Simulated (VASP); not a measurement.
A run of VASP 6.6.1 is set up as follows.

File INCAR:

```
SYSTEM = Ge3Pd
PREC = Accurate
ENCUT = 520
EDIFF = 1E-6
ISMEAR = -1
SIGMA = 0.05
LREAL = .FALSE.
LASPH = .TRUE.
NELM = 60
ALGO = Normal
ISIF = 2
LWAVE = .FALSE.
LCHARG = .FALSE.
GGA = PS
NBANDS = 34
```

File KPOINTS:

```
Automatic mesh
0
G
  7 7 7
  0 0 0
```

File POSCAR:

```
Ge3Pd
1.0
    4.1420230000      0.0000000000      0.0000000000
    0.0000000000      4.1420230000      0.0000000000
    0.0000000000      0.0000000000      4.1420230000
Pd Ge
1 3
Direct
    0.0000000000      0.0000000000      0.0000000000
    0.5000000000      0.5000000000      0.0000000000
    0.5000000000      0.0000000000      0.5000000000
    0.0000000000      0.5000000000      0.5000000000
```

Potentials or basis: VASP PAW PBE potentials, release 64 (Pd, Ge_d).

Run with:

```console
$ cat potpaw_PBE.64/Pd/POTCAR potpaw_PBE.64/Ge_d/POTCAR > POTCAR
$ mpirun -np 1 vasp_std > vasp.out
```

Question: Predict the band gap on the k mesh.

Answer: Zero (band 26 reaches 7.51 eV, above the bottom of band 27 at 5.98 eV).

Question: What does it give for the pressure?

Answer: -4.6 GPa.

Caveat: the PAW data sets were made with another functional, which shifts forces and pressure a little.
